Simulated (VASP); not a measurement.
CO2: single point with r2SCAN

The system is CO2.

```
C O
1.0
     2.10217   -1.97264    0.00000
     2.10217    1.97264    0.00000
     0.00000    0.00000    5.61102
C O
2 4
Cartesian
  0.0000 0.0000 0.0000
  2.1022 0.0000 2.8055
  2.1022 -1.0570 0.6893
  2.1022 1.0570 4.9217
  2.1022 -0.9157 3.4948
  2.1022 0.9157 2.1162
```

```
Program             : VASP 6.6.1
Task                : single point
Functional          : r2SCAN
Potentials or basis : VASP PAW PBE potentials, release 64 (C, O)
Cutoff              : 520 eV
k mesh              : 6 × 6 × 5
Occupations         : gaussian, width 0.01 eV
Spin                : no spin polarisation
```

```json
{
 "Pressure": "43.9 GPa",
 "Largest force": "0.879 eV/Å",
 "Band gap on the k mesh": "5.46 eV (least direct gap 6.95 eV)"
}
```

Forces on the atoms (eV/Å):
```
C    0.000  0.000  0.000
C    0.000  0.000  0.000
O    0.000  0.703  0.528
O    0.000 -0.703 -0.528
O    0.000 -0.703  0.528
O    0.000  0.703 -0.528
```

Stress tensor (GPa, compression positive):
```
39.41  0.00  0.00
 0.00 48.20  0.00
 0.00  0.00 44.07
```

Levels at points of the mesh, in eV from the valence-band top:
```
           k point  band 12  band 13  band 14  band 15  band 16  band 17  band 18  band 19  band 20  band 21
(0.00, 0.00, 0.00)    -3.02    -2.72    -2.71    -1.87    -1.49     5.46     6.64     7.15     8.68     9.92
(0.50, 0.00, 0.00)    -3.74    -1.78    -1.78    -0.68    -0.68     6.81     6.81     9.56     9.56    12.16
(0.50, 0.50, 0.00)    -3.76    -3.14    -2.51    -1.24     0.00     7.43    10.12    10.63    10.70    11.39
```

Run time: 2.2 min on 1 thread of AMD EPYC 7R13 Processor (Zen 3) (shared host), peak memory 0.15 GiB.

Caveat: the stress differs along the axes, from 39 to 48 GPa; the PAW data sets were made with another functional, which shifts forces and pressure a little. A k mesh can miss the band edges.
